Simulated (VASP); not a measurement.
**Tl2Sn2H5: single point with PBE**

Tl2Sn2H5:

```
CELL_PARAMETERS angstrom
4.35885 0.00000 0.00000
0.00000 4.35885 0.00000
0.00000 0.00000 7.80860
ATOMIC_POSITIONS crystal
Tl 0.00000 0.00000 0.00000
Tl 0.00000 0.00000 0.50000
Sn 0.50000 0.50000 0.23283
Sn 0.50000 0.50000 0.76717
H 0.50000 0.00000 0.25920
H 0.50000 0.00000 0.74080
H 0.50000 0.50000 0.50000
H 0.00000 0.50000 0.25920
H 0.00000 0.50000 0.74080
```

The cell was generated, and may not be a known phase.

```yaml
Program: VASP 6.6.1
Task: single point
Functional: PBE
Potentials_or_basis: VASP PAW PBE potentials, release 64 (Tl_d, Sn_d, H)
Cutoff: 520 eV
k_mesh: 8 × 8 × 6
Occupations: gaussian, width 0.1 eV
Spin: no spin polarisation
```

| Quantity | Value |
| --- | --- |
| Pressure | -0.1 GPa |
| Band gap on the k mesh | zero (an odd number of electrons rules out a gap without spin polarisation) |

Levels at points of the mesh, in eV from the Fermi level:
```csv
k point,band 26,band 27,band 28,band 29,band 30,band 31,band 32,band 33,band 34,band 35
"(0.00, 0.00, 0.00)",-2.54,-2.36,-0.94,-0.94,0.22,0.25,0.76,1.06,1.06,2.74
"(0.50, 0.00, 0.00)",-4.90,-2.55,-1.55,-0.07,0.70,1.46,1.75,1.93,2.14,2.27
"(0.50, 0.50, 0.00)",-5.10,-4.76,-4.76,-3.83,-0.75,-0.31,-0.31,2.71,3.23,3.23
"(0.00, 0.00, 0.50)",-2.46,-2.44,-1.40,-0.39,-0.39,-0.11,-0.11,2.30,2.53,3.25
"(0.50, 0.00, 0.50)",-3.53,-3.49,-1.78,-0.75,-0.42,0.96,1.11,2.20,2.42,2.70
"(0.50, 0.50, 0.50)",-5.45,-5.43,-5.43,-2.50,-0.20,1.10,1.10,1.40,1.42,1.42
```

Wall time 4.4 min on 1 thread of Oxide Virtual Turin-like Processor, on a shared host, peak memory 0.41 GiB.

Caveat: spin-orbit coupling is left out, which moves the levels of the heavy elements; an odd number of electrons without spin polarisation forces a metal; a magnetic or distorted state may lie lower.
